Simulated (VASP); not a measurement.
# Hf (Im-3m) in VASP: further runs

Hf is run at these levels: LDA, PBEsol, RPBE; tasks: relaxation of cell and atoms.

Everything below comes from runs of VASP 6.6.1. Logs are shortened: lines on timing, memory, paths and dates and some standing lists are left out, and cuts for length are marked.

### Step 1. The cell of the first run

It takes space group Im-3m (No. 229, cubic). Conventional cell: a = 3.610 Å, b = 3.610 Å, c = 3.610 Å, α = 90.00°, β = 90.00°, γ = 90.00°. Hf (site symmetry m-3m) has 14 Hf at 3.13 to 3.61 Å within 4.1 Å.

### Step 2. Relaxation of cell and atoms, LDA

The input, INCAR:

```
PREC     = Accurate       # precision mode
ENCUT    = 600            # plane-wave cutoff, eV
EDIFF    = 1E-7           # SCF threshold, eV
ISMEAR   = -1             # smearing method
SIGMA    = 0.05           # smearing width, eV
LREAL    = False          # projectors in reciprocal space
LASPH    = True           # aspherical terms in the spheres
NELM     = 80             # most SCF steps
ALGO     = Normal         # electronic algorithm
ISIF     = 3              # what is computed and relaxed
LWAVE    = False          # write WAVECAR
LCHARG   = False          # write CHGCAR
GGA      = CA             # functional
IBRION   = 2              # ionic algorithm
NSW      = 60             # ionic steps
EDIFFG   = -0.01          # ionic threshold
```

The input, KPOINTS:

```
regular mesh
0
Gamma
  10 10 10
```

The input, POSCAR:

```
Hf
1.0
   -1.8050000000      1.8050000000      1.8050000000
    1.8050000000     -1.8050000000      1.8050000000
    1.8050000000      1.8050000000     -1.8050000000
Hf
1
Direct
    0.0000000000      0.0000000000      0.0000000000
```

Potentials or basis: VASP PAW LDA potentials, release 64 (Hf_pv).

Run with:

```sh
$ cat potpaw_LDA.64/Hf_pv/POTCAR > POTCAR
$ mpirun -np 1 vasp_std > vasp.out
```

OUTCAR:

```text
PREC = Accurate
   ENCUT = 600
   EDIFF = 1E-7
   ISMEAR = -1
   LREAL = False
   LASPH = True
   NELM = 80
   ISIF = 3
   GGA = CA
   IBRION = 2
   NSW = 60
   EDIFFG = -0.01

 ion  position               nearest neighbor table
   1  0.000  0.000  0.000-

  LATTYP: Found a body centered cubic cell.
 ALAT       =     3.6100000000

  Lattice vectors:

 A1 = (  -1.8050000000,   1.8050000000,   1.8050000000)
 A2 = (   1.8050000000,  -1.8050000000,   1.8050000000)
 A3 = (   1.8050000000,   1.8050000000,  -1.8050000000)

Analysis of symmetry for initial positions (statically):
=====================================================================
 Subroutine PRICEL returns:
 Original cell was already a primitive cell.

 Routine SETGRP: Setting up the symmetry group for a
 body centered cubic supercell.

 Subroutine GETGRP returns: Found 48 space group operations
[... 9 lines left out ...]

 Routine SETGRP: Setting up the symmetry group for a
 body centered cubic supercell.

 Subroutine GETGRP returns: Found 48 space group operations
[... 11 lines left out ...]
                                     Primitive cell

  volume of cell :      23.5229

  direct lattice vectors                    reciprocal lattice vectors
    -1.805000000  1.805000000  1.805000000     0.000000000  0.277008310  0.277008310
     1.805000000 -1.805000000  1.805000000     0.277008310  0.000000000  0.277008310
     1.805000000  1.805000000 -1.805000000     0.277008310  0.277008310  0.000000000

  length of vectors
     3.126351708  3.126351708  3.126351708     0.391748909  0.391748909  0.391748909

  position of ions in fractional coordinates (direct lattice)
     0.000000000  0.000000000  0.000000000

  ion indices of the primitive-cell ions
   primitive index   ion index
                 1           1

----------------------------------------------------------------------------------------

 KPOINTS: regular mesh

Automatic generation of k-mesh.
 Grid dimensions read from file:
 generate k-points for:   10   10   10

 Generating k-lattice:

  Cartesian coordinates                     Fractional coordinates (reciprocal lattice)
     0.000000000  0.027700831  0.027700831     0.100000000  0.000000000  0.000000000
     0.027700831  0.000000000  0.027700831     0.000000000  0.100000000  0.000000000
     0.027700831  0.027700831  0.000000000     0.000000000  0.000000000  0.100000000
[... 65 lines left out ...]
   POTIM  = 0.5000    time-step for ionic-motion
   TEBEG  =    0.0;   TEEND  =   0.0 temperature during run
   PSTRESS=    0.0 pullay stress
   NELECT =      10.0000    total number of electrons
   NUPDOWN=      -1.0000    fix difference up-down
   EMIN   =  10.00;   EMAX   =-10.00  energy-range for DOS
   EFERMI =   0.00;   METHOD = LEGACY
   ISMEAR =    -1;   SIGMA  =   0.05  broadening in eV -4-tet -1-fermi 0-gaus
   EFERMI_NEDOS =   21; number of points for ismear=-14 and -15
   IALGO  =     38    algorithm
   IMIX   =      4    mixing-type and parameters
     AMIX     =   0.40;   BMIX     =  1.00
     AMIX_MAG =   1.60;   BMIX_MAG =  1.00
  volume/ion in A,a.u.               =      23.52       158.74
  Fermi-wavevector in a.u.,A,eV,Ry     =   1.230961  2.326179 20.616432  1.515265
  Thomas-Fermi vector in A             =   2.365789
   LORBIT       =      0    0 simple, 1 ext, 2 COOP (PROOUT), +10 PAW based schemes
   GGA     = CA    functional components
   LHFCALC =     F    Hartree Fock is set to
   AEXX    =    0.0000 exact exchange contribution
   IVDW    =     0    specifies the selected vdW correction
   LEPSILON=     F    determine dielectric tensor
   LRPA    =     F    only Hartree local field effects (RPA)
 conjugate gradient relaxation of ions
 non-spin polarized calculation
  energy-cutoff  :      600.00
  volume of cell :       23.52
 maximum number of plane-waves:       802
 NGX is ok and might be reduce to    28
   NGX = 13   NGY = 13   NGZ = 13

--------------------------------------- Ionic step        1  -------------------------------------------

 number of electron      10.0000000 magnetization

 number of electron       9.9999999 magnetization

 Free energy of the ion-electron system (eV)
  ---------------------------------------------------
  ext. energy  EPLUGINS =         0.00000000
  ---------------------------------------------------
  free energy    TOTEN  =       -10.42273937 eV

  energy without entropy =      -10.40792866  energy(sigma->0) =      -10.41533402

------------------------ aborting loop because EDIFF is reached ----------------------------------------

  FORCE on cell =-STRESS in cart. coord.  units (eV):
  Direction    XX          YY          ZZ          XY          YZ          ZX
  --------------------------------------------------------------------------------------
  -------------------------------------------------------------------------------------
  Total       -1.8527715     -1.8527715     -1.8527715      0.0000000      0.0000000      0.0000000
  in kB     -126.1946192   -126.1946192   -126.1946192      0.0000000      0.0000000      0.0000000
  external PRESSURE =    -126.1946192 kB  Pullay stress =       0.0000000 kB
[... 127 lines left out ...]
--------------------------------------- Ionic step        5  -------------------------------------------

 number of electron      10.0000000 magnetization

 Free energy of the ion-electron system (eV)
  ---------------------------------------------------
  ext. energy  EPLUGINS =         0.00000000
  ---------------------------------------------------
  free energy    TOTEN  =       -10.55591234 eV

  energy without entropy =      -10.54172287  energy(sigma->0) =      -10.54881761

 E-fermi :   5.1291     XC(G=0): -11.8800

 val. band max:        5.1181121343   @ k =   0.3000   0.2000   0.1000
 cond. band min:       5.1918033493   @ k =   0.3000   0.2000  -0.0000
 fundamental gap:      0.0736912150
 Fermi energy:         5.1291325655

 k-point     1 :       0.0000    0.0000    0.0000
  band No.  band energies     occupation
      1     -24.2453      2.00000
      2     -24.2453      2.00000
      3     -24.2453      2.00000
      4      -2.1688      2.00000
      5       6.5865      0.00000
      6       6.5865      0.00000
      7       6.5865      0.00000
      8       9.6484      0.00000
      9       9.6484      0.00000
[... 265 lines left out ...]
 k-point    24 :      -0.3000    0.3000    0.1000
  band No.  band energies     occupation
      1     -24.9858      2.00000
      2     -24.5224      2.00000
      3     -24.3351      2.00000
      4       0.9763      2.00000
      5       5.2617      0.13186
      6       5.3758      0.01429
      7       8.2098      0.00000
      8       9.8733      0.00000
      9      10.6007      0.00000

 [... further k-points ...]
[... 5 lines left out ...]
  --------------------------------------------------------------------------------------
  -------------------------------------------------------------------------------------
  Total       -0.0092252     -0.0092252     -0.0092252      0.0000000      0.0000000     -0.0000000
  in kB       -0.7224167     -0.7224167     -0.7224167      0.0000000      0.0000000     -0.0000000
  external PRESSURE =      -0.7224167 kB  Pullay stress =       0.0000000 kB
[... 16 lines left out ...]
  FREE ENERGIE OF THE ION-ELECTRON SYSTEM (eV)
  ---------------------------------------------------
  free  energy   TOTEN  =       -10.5559123445 eV

  energy  without entropy=      -10.5417228724  energy(sigma->0) =      -10.54881761

 reached required accuracy - stopping structural energy minimisation
```

CONTCAR:

```text
Hf
   1.00000000000000
    -1.7229782619951615    1.7229782619951615    1.7229782619951615
     1.7229782619951615   -1.7229782619951615    1.7229782619951615
     1.7229782619951615    1.7229782619951615   -1.7229782619951615
  Hf
     1
Direct
     0.0000000000000000    0.0000000000000000    0.0000000000000000

  0.00000000E+00  0.00000000E+00  0.00000000E+00
```

Wall time 17 s (1 thread of Intel Xeon 6975P-C (Granite Rapids), shared host); peak memory 0.16 GiB.

Results:

```yaml
Free_energy: -10.5559 eV
Relaxed_volume: 20.46 Å³/atom
Relaxed_cell: a = 2.984 Å, b = 2.984 Å, c = 2.984 Å, α = 109.47°, β = 109.47°, γ = 109.47°
Space_group_after_relaxing_to_0.05_Å: Im-3m (No. 229)
Energy_gained_by_relaxing: 133.2 meV/atom
Ionic_steps: 5
Pressure_after_relaxing: -0.1 GPa
Band_gap_on_the_k_mesh: zero (band 5 reaches 6.59 eV, above the bottom of band 6 at 4.25 eV)
```

The path:
| step | energy change (eV) | largest force (eV/Å) | pressure (GPa) | volume (Å³) |
| --- | --- | --- | --- | --- |
| 1 | 0.0000 | 0.0000 | -12.62 | 23.52 |
| 2 | 0.0100 | 0.0000 | 19.24 | 17.76 |
| 3 | -0.1331 | 0.0000 | -0.23 | 20.49 |
| 4 | -0.1332 | 0.0000 | 0.09 | 20.43 |
| 5 | -0.1332 | 0.0000 | -0.07 | 20.46 |

Final structure:
```
Hf
1.0
    -1.72298    1.72298    1.72298
     1.72298   -1.72298    1.72298
     1.72298    1.72298   -1.72298
Hf
1
Direct
  0.00000 0.00000 0.00000
```

Levels at points of the mesh, in eV from the Fermi level:
```
           k point  band 2  band 3  band 4  band 5  band 6  band 7  band 8  band 9
(0.00, 0.00, 0.00)  -29.37  -29.37   -7.30    1.46    1.46    1.46    4.52    4.52
(0.50, 0.00, 0.00)  -29.73  -29.38   -3.70   -0.77    1.55    4.39    5.48    8.31
(0.50, 0.50, 0.50)  -30.15  -30.15   -3.03   -3.03    7.36    7.36    7.36    8.02
```

Caveat: spin-orbit coupling is left out, which moves the levels of the heavy elements; the volume moved by -13 % from the deposited cell, more than functionals usually miss. LDA usually gives volumes a few per cent too small.

### Step 3. Relaxation of cell and atoms, PBEsol

The input, INCAR:

```
SYSTEM = Hf
PREC = Accurate ; ENCUT = 600
EDIFF = 1E-6 ; ISMEAR = -1
SIGMA = 0.05 ; LREAL = .False.
LASPH = .True. ; NELM = 100
ALGO = Fast ; ISIF = 3
LWAVE = .False. ; LCHARG = .False.
GGA = PS ; IBRION = 2
NSW = 60 ; EDIFFG = -0.01
```

The input, KPOINTS:

```
Automatic mesh
0
Gamma
  10 10 10
  0 0 0
```

POSCAR is that of step 2.

Potentials or basis: VASP PAW PBE potentials, release 64 (Hf_pv).

Run with:

```sh
$ cat potpaw_PBE.64/Hf_pv/POTCAR > POTCAR
$ mpirun -np 1 vasp_std > vasp.out
```

OUTCAR:

```text
SYSTEM = Hf
   PREC = Accurate
   ENCUT = 600
   EDIFF = 1E-6
   ISMEAR = -1
   LREAL = .False.
   LASPH = .True.
   NELM = 100
   ISIF = 3
   GGA = PS
   IBRION = 2
   NSW = 60
   EDIFFG = -0.01

 ion  position               nearest neighbor table
   1  0.000  0.000  0.000-

  LATTYP: Found a body centered cubic cell.
 ALAT       =     3.6100000000

  Lattice vectors:

 A1 = (  -1.8050000000,   1.8050000000,   1.8050000000)
 A2 = (   1.8050000000,  -1.8050000000,   1.8050000000)
 A3 = (   1.8050000000,   1.8050000000,  -1.8050000000)

Analysis of symmetry for initial positions (statically):
=====================================================================
 Subroutine PRICEL returns:
 Original cell was already a primitive cell.

 Routine SETGRP: Setting up the symmetry group for a
 body centered cubic supercell.

 Subroutine GETGRP returns: Found 48 space group operations
[... 9 lines left out ...]

 Routine SETGRP: Setting up the symmetry group for a
 body centered cubic supercell.

 Subroutine GETGRP returns: Found 48 space group operations
[... 11 lines left out ...]
                                     Primitive cell

  volume of cell :      23.5229

  direct lattice vectors                    reciprocal lattice vectors
    -1.805000000  1.805000000  1.805000000     0.000000000  0.277008310  0.277008310
     1.805000000 -1.805000000  1.805000000     0.277008310  0.000000000  0.277008310
     1.805000000  1.805000000 -1.805000000     0.277008310  0.277008310  0.000000000

  length of vectors
     3.126351708  3.126351708  3.126351708     0.391748909  0.391748909  0.391748909

  position of ions in fractional coordinates (direct lattice)
     0.000000000  0.000000000  0.000000000

  ion indices of the primitive-cell ions
   primitive index   ion index
                 1           1

[... 100 lines left out ...]
   LEPSILON=     F    determine dielectric tensor
   LRPA    =     F    only Hartree local field effects (RPA)
 conjugate gradient relaxation of ions
 non-spin polarized calculation
 RMM-DIIS sequential band-by-band and
  energy-cutoff  :      600.00
  volume of cell :       23.52
 maximum number of plane-waves:       802
 NGX is ok and might be reduce to    28
   NGX = 13   NGY = 13   NGZ = 13

--------------------------------------- Ionic step        1  -------------------------------------------

 number of electron      10.0000000 magnetization

 number of electron       9.9999999 magnetization

 Free energy of the ion-electron system (eV)
  ---------------------------------------------------
  ext. energy  EPLUGINS =         0.00000000
  ---------------------------------------------------
  free energy    TOTEN  =       -10.27227021 eV

  energy without entropy =      -10.25712687  energy(sigma->0) =      -10.26469854

------------------------ aborting loop because EDIFF is reached ----------------------------------------

  FORCE on cell =-STRESS in cart. coord.  units (eV):
  Direction    XX          YY          ZZ          XY          YZ          ZX
  --------------------------------------------------------------------------------------
  -------------------------------------------------------------------------------------
  Total       -1.3256833     -1.3256833     -1.3256833      0.0000000      0.0000000     -0.0000000
  in kB      -90.2939711    -90.2939711    -90.2939711      0.0000000      0.0000000     -0.0000000
  external PRESSURE =     -90.2939711 kB  Pullay stress =       0.0000000 kB
[... 162 lines left out ...]
--------------------------------------- Ionic step        6  -------------------------------------------

 number of electron      10.0000000 magnetization

 Free energy of the ion-electron system (eV)
  ---------------------------------------------------
  ext. energy  EPLUGINS =         0.00000000
  ---------------------------------------------------
  free energy    TOTEN  =       -10.34306661 eV

  energy without entropy =      -10.32977005  energy(sigma->0) =      -10.33641833

 E-fermi :   4.7813     XC(G=0): -11.6268

 val. band max:        4.7772350365   @ k =   0.3000   0.0000   0.0000
 cond. band min:       4.8162232074   @ k =   0.3000   0.2000  -0.0000
 fundamental gap:      0.0389881710
 Fermi energy:         4.7812524717

 k-point     1 :       0.0000    0.0000    0.0000
  band No.  band energies     occupation
      1     -24.8174      2.00000
      2     -24.8174      2.00000
      3     -24.8174      2.00000
      4      -2.4439      2.00000
      5       6.3111      0.00000
      6       6.3111      0.00000
      7       6.3111      0.00000
      8       9.2570      0.00000
      9       9.2570      0.00000
[... 265 lines left out ...]
 k-point    24 :      -0.3000    0.3000    0.1000
  band No.  band energies     occupation
      1     -25.4606      2.00000
      2     -25.0599      2.00000
      3     -24.8949      2.00000
      4       0.6201      2.00000
      5       4.9562      0.05874
      6       5.1356      0.00167
      7       7.8534      0.00000
      8       9.4440      0.00000
      9      10.1507      0.00000

 [... further k-points ...]
[... 5 lines left out ...]
  --------------------------------------------------------------------------------------
  -------------------------------------------------------------------------------------
  Total       -0.0045428     -0.0045428     -0.0045428      0.0000000     -0.0000000      0.0000000
  in kB       -0.3424370     -0.3424370     -0.3424370      0.0000000     -0.0000000      0.0000000
  external PRESSURE =      -0.3424370 kB  Pullay stress =       0.0000000 kB
[... 16 lines left out ...]
  FREE ENERGIE OF THE ION-ELECTRON SYSTEM (eV)
  ---------------------------------------------------
  free  energy   TOTEN  =       -10.3430666072 eV

  energy  without entropy=      -10.3297700535  energy(sigma->0) =      -10.33641833

 reached required accuracy - stopping structural energy minimisation
```

OSZICAR:

```text
N       E                     dE             d eps       ncg     rms          rms(c)
DAV:   1     0.724381881547E+01    0.72438E+01   -0.65714E+03   846   0.115E+03
DAV:   2    -0.103508396723E+02   -0.17595E+02   -0.17053E+02  1266   0.140E+02
DAV:   3    -0.106894867864E+02   -0.33865E+00   -0.33451E+00  1025   0.140E+01
DAV:   4    -0.106912860746E+02   -0.17993E-02   -0.17984E-02   999   0.105E+00
[... 48 lines left out ...]
       N       E                     dE             d eps       ncg     rms          rms(c)
DAV:   1    -0.103431170995E+02   -0.59517E-04   -0.13306E-03   865   0.340E-01    0.639E-02
RMM:   2    -0.103430777532E+02    0.39346E-04   -0.45119E-05   846   0.648E-02    0.274E-02
RMM:   3    -0.103430660933E+02    0.11660E-04   -0.40795E-05   856   0.541E-02    0.107E-02
RMM:   4    -0.103430666072E+02   -0.51382E-06   -0.35442E-06   780   0.202E-02
   6 F= -.10343067E+02 E0= -.10336418E+02  d E =-.847396E-05
```

CONTCAR:

```text
Hf
   1.00000000000000
    -1.7450100112788343    1.7450100112788343    1.7450100112788343
     1.7450100112788343   -1.7450100112788343    1.7450100112788343
     1.7450100112788343    1.7450100112788343   -1.7450100112788343
  Hf
     1
Direct
     0.0000000000000000    1.0000000000000000    0.0000000000000000

  0.00000000E+00  0.00000000E+00  0.00000000E+00
```

Wall time 26 s (1 thread of Intel Xeon 6975P-C (Granite Rapids), shared host); peak memory 0.17 GiB.

Results:

```yaml
Free_energy: -10.3431 eV
Relaxed_volume: 21.25 Å³/atom
Relaxed_cell: a = 3.022 Å, b = 3.022 Å, c = 3.022 Å, α = 109.47°, β = 109.47°, γ = 109.47°
Space_group_after_relaxing_to_0.05_Å: Im-3m (No. 229)
Energy_gained_by_relaxing: 70.8 meV/atom
Ionic_steps: 6
Pressure_after_relaxing: 0.0 GPa
Band_gap_on_the_k_mesh: zero (band 5 reaches 6.31 eV, above the bottom of band 6 at 3.96 eV)
```

Step by step:
| step | energy change (eV) | largest force (eV/Å) | pressure (GPa) | volume (Å³) |
| --- | --- | --- | --- | --- |
| 1 | 0.0000 | 0.0000 | -9.03 | 23.52 |
| 2 | -0.0027 | 0.0000 | 11.68 | 19.29 |
| 3 | -0.0708 | 0.0000 | -0.18 | 21.27 |
| 4 | -0.0708 | 0.0000 | 0.13 | 21.23 |
| 5 | -0.0708 | 0.0000 | -0.12 | 21.28 |
| 6 | -0.0708 | 0.0000 | -0.03 | 21.25 |

Final structure:
```cif
data_structure
_symmetry_space_group_name_H-M 'P 1'
_symmetry_Int_Tables_number 1
_cell_length_a 3.0224
_cell_length_b 3.0224
_cell_length_c 3.0224
_cell_angle_alpha 109.471
_cell_angle_beta 109.471
_cell_angle_gamma 109.471
_cell_volume 21.25
loop_
_atom_site_label
_atom_site_type_symbol
_atom_site_fract_x
_atom_site_fract_y
_atom_site_fract_z
_atom_site_occupancy
Hf1 Hf 0.00000 0.00000 0.00000 1
```

Caveat: the PAW data sets were made with another functional, which shifts forces and pressure a little; spin-orbit coupling is left out, which moves the levels of the heavy elements.

(Part 1 of 2 ends here.)
